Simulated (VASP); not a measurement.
Input of a VASP 6.6.1 run:

The input INCAR:

```
SYSTEM = BaTe
PREC = Accurate
ENCUT = 520
EDIFF = 1E-6
ISMEAR = 0
SIGMA = 0.05
LREAL = .FALSE.
LASPH = .TRUE.
NELM = 100
ALGO = Normal
ISIF = 2
LWAVE = .FALSE.
LCHARG = .FALSE.
GGA = PE
NBANDS = 15
```

Contents of KPOINTS:

```
Automatic mesh
0
G
  8 8 8
  0 0 0
```

The input POSCAR:

```
BaTe
1.0
    0.0587166213      3.9144414212      3.9144414212
    3.9144414212      0.0587166213      3.9144414212
    3.9731580425      3.9731580425      0.0000000000
Ba Te
1 1
Direct
    0.0000000000      0.0000000000      0.0000000000
    0.2500000000      0.2500000000      0.2500000000
```

Potentials or basis: VASP PAW PBE potentials, release 64 (Ba_sv, Te).

Run with:

```bash
$ cat potpaw_PBE.64/Ba_sv/POTCAR potpaw_PBE.64/Te/POTCAR > POTCAR
$ mpirun -np 1 vasp_std > vasp.out
```

(1) What does it give for the largest force?

(2) Predict the pressure.

(3) Estimate the band gap on the k mesh.

Answers

(1) 0.143 eV/Å.

(2) 0.2 GPa.

(3) 2.56 eV (least direct gap 2.91 eV).

Caveat: spin-orbit coupling is left out, which moves the levels of the heavy elements.
